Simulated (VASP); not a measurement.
Zn:

```xyz
2
Lattice="2.6144 0.0000 0.0000 -1.3072 2.2641 0.0000 0.0000 0.0000 4.8732" Properties=species:S:1:pos:R:3 pbc="T T T"
Zn    0.0000    1.5094    1.2183
Zn    1.3072    0.7547    3.6549
```

| Quantity | Value |
| --- | --- |
| Program | VASP 6.6.1 |
| Task | relaxation of cell and atoms |
| Functional | r2SCAN |
| Potentials or basis | VASP PAW PBE potentials, release 64 (Zn) |
| Cutoff | 600 eV |
| k mesh | 15 × 15 × 8 |
| Occupations | gaussian, width 0.1 eV |
| Spin | no spin polarisation |

At the start: pressure 0.1 GPa; volume 14.42 Å³/atom.

Q: Where does the relaxation end?

A: Over 12 steps the energy falls by 3.3 meV/atom and the volume is 14.59 Å³/atom (+1.2 %); space group P6_3/mmc (No. 194, to 0.1 Å) before and after.

The path:
```
step  energy change (eV)  largest force (eV/Å)  pressure (GPa)  volume (Å³)
   1              0.0000                0.0000            0.07        28.85
   2             -0.0051                0.0000            0.46        28.87
   3             -0.0060                0.0000            0.68        28.88
   4             -0.0062                0.0000            0.78        28.89
   5             -0.0065                0.0000           -0.15        29.23
   6             -0.0066                0.0000            0.19        29.10
   7             -0.0066                0.0000           -0.03        29.18
   8             -0.0066                0.0000            0.00        29.18
   9             -0.0066                0.0000            0.03        29.18
  10             -0.0066                0.0000            0.05        29.18
  11             -0.0066                0.0000            0.05        29.18
  12             -0.0066                0.0000            0.01        29.18
```

Final structure:
```xyz
2
Lattice="2.5980 0.0000 0.0000 -1.2990 2.2499 0.0000 0.0000 0.0000 4.9921" Properties=species:S:1:pos:R:3 pbc="T T T"
Zn    0.0000    1.5000    1.2480
Zn    1.2990    0.7500    3.7441
```

Caveat: the PAW data sets were made with another functional, which shifts forces and pressure a little.
